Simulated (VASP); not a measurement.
Crystal: HfO2.

```
Hf O
1.0
     5.21946    0.00000    0.00000
     0.00000    5.00476    0.00000
     0.00000    0.00000    5.03269
Hf O
4 8
Cartesian
  5.0472 3.6661 3.7314
  2.7820 3.6661 1.2151
  2.4375 1.3387 3.7314
  0.1723 1.3387 1.2151
  3.2994 4.6477 4.4251
  4.5298 4.6477 1.9087
  1.2211 2.7020 2.4776
  1.3886 2.7020 4.9939
  3.9984 2.3028 4.9939
  3.8308 2.3028 2.4776
  0.6896 0.3571 4.4251
  1.9201 0.3571 1.9087
```

| Quantity | Value |
| --- | --- |
| Program | VASP 6.6.1 |
| Task | relaxation of cell and atoms |
| Functional | SVWN5 |
| Potentials or basis | VASP PAW PBE potentials, release 64 (Hf_pv, O) |
| Cutoff | 600 eV |
| k mesh | 5 × 6 × 5 |
| Occupations | fermi-dirac, width 0.05 eV |
| Spin | no spin polarisation |

At the start: pressure -8.2 GPa; volume 10.96 Å³/atom.

**Question.** How do energy, volume and symmetry change on relaxing?

**Answer.** Over 22 steps the energy falls by 9.3 meV/atom and the volume is 10.60 Å³/atom (-3.2 %); space group Pca2_1 (No. 29, to 0.1 Å) before and after.

The path:
```
step  energy change (eV)  largest force (eV/Å)  pressure (GPa)  volume (Å³)
   1              0.0000                0.1096           -8.20       131.46
   2              0.2079                0.3517           16.39       121.08
   3             -0.1059                0.1264           -0.11       127.53
   4             -0.1059                0.1282            0.04       127.45
   5             -0.1087                0.1151            0.03       127.37
   6             -0.1087                0.1049            0.04       127.37
   7             -0.1105                0.0442           -0.08       127.37
   8             -0.1106                0.0414           -0.11       127.37
   9             -0.1110                0.0235            0.13       127.24
  10             -0.1110                0.0199            0.19       127.21
  11             -0.1111                0.0256           -0.20       127.36
  12             -0.1112                0.0162           -0.06       127.31
  13             -0.1113                0.0121           -0.04       127.29
  14             -0.1113                0.0122           -0.02       127.28
  15             -0.1114                0.0111            0.04       127.24
  16             -0.1114                0.0164            0.06       127.23
  17             -0.1115                0.0117           -0.01       127.25
  18             -0.1115                0.0126           -0.06       127.27
  19             -0.1115                0.0112           -0.01       127.24
  20             -0.1116                0.0163            0.05       127.20
  21             -0.1116                0.0130           -0.05       127.23
  22             -0.1116                0.0043           -0.01       127.22
```

Final structure:
```
CELL_PARAMETERS angstrom
5.15845 0.00000 0.00000
0.00000 4.95722 0.00000
0.00000 0.00000 4.97496
ATOMIC_POSITIONS crystal
Hf 0.96673 0.73164 0.74303
Hf 0.53327 0.73164 0.24303
Hf 0.46673 0.26836 0.74303
Hf 0.03327 0.26836 0.24303
O 0.63118 0.92665 0.87868
O 0.86882 0.92665 0.37868
O 0.23641 0.54173 0.49129
O 0.26359 0.54173 0.99129
O 0.76359 0.45827 0.99129
O 0.73641 0.45827 0.49129
O 0.13118 0.07335 0.87868
O 0.36882 0.07335 0.37868
```

Caveat: the PAW data sets were made with another functional, which shifts forces and pressure a little.
